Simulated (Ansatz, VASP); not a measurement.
One calculation of CrNi, two programs

The input INCAR:

```
SYSTEM = CrNi
ALGO     = Normal         ! electronic algorithm
EDIFF    = 1E-6           ! SCF threshold, eV
ENCUT    = 700            ! plane-wave cutoff, eV
GGA      = PE             ! functional
GGA_COMPAT= .False.      
ISIF     = 2              ! what is computed and relaxed
ISMEAR   = 0              ! smearing method
LASPH    = .True.         ! aspherical terms in the spheres
LCHARG   = .False.        ! write CHGCAR
LREAL    = .False.        ! projectors in reciprocal space
LWAVE    = .False.        ! write WAVECAR
NBANDS   = 23             ! bands
NELM     = 120            ! most SCF steps
PREC     = Accurate       ! precision mode
SIGMA    = 0.1            ! smearing width, eV
```

The input KPOINTS:

```
k-points
0
Gamma
  6 6 6
  0 0 0
```

The input POSCAR:

```
CrNi
1.0
    1.2444927944      0.7185082499      4.1478027932
   -1.2444927944      0.7185082499      4.1478027932
    0.0000000000     -1.4370164998      4.1478027932
Cr Ni
1 1
Direct
    0.6500000000      0.0760000000      0.4530000000
    1.1500000000      0.5760000000      0.9530000000
```

Input for Ansatz:

```yaml
crystal:
  lattice:
    - [1.2444927944, 0.7185082499, 4.1478027932]
    - [-1.2444927944, 0.7185082499, 4.1478027932]
    - [0.0, -1.4370164998, 4.1478027932]
  atoms:
    - { symbol: Cr, position: [0.65, 0.076, 0.453] }
    - { symbol: Ni, position: [1.15, 0.576, 0.953] }
basis:
  ecutwfc: 420
kpoints:
  mp_grid: { grid: [6, 6, 6] }
hamiltonian:
  xc: pbe
scf:
  occupations: { method: gaussian, width: 0.1 }
output:
  forces: true
  stress: true
  eigenvalues: true
```

Alike in both runs: task single point; functional PBE; k mesh 6 × 6 × 6; occupations gaussian, width 0.1 eV; no spin polarisation.

|  | VASP | Ansatz |
| --- | --- | --- |
| version | VASP 6.6.1 | Ansatz 0.2.0 |
| potentials or method | VASP PAW PBE potentials, release 64 (Cr_sv, Ni_sv_GW), cutoff 700 eV | scalar-relativistic, plane waves, PAW |
| valence electrons in the cell | 32 | 32 |

|  | VASP | Ansatz | Ansatz less VASP |
| --- | --- | --- | --- |
| gap on the k mesh at the Fermi level (eV) | none | none | - |
| pressure (GPa) | 0.4 | 1.7 | +1.27 |
| traceless stress, the component that is largest in VASP (GPa) | 2.92 | 3.00 | +0.080 |

A gap of «none» marks a metal or a gap that the smearing closes.

The k mesh is coarse, so the values compare programs but aren't converged.
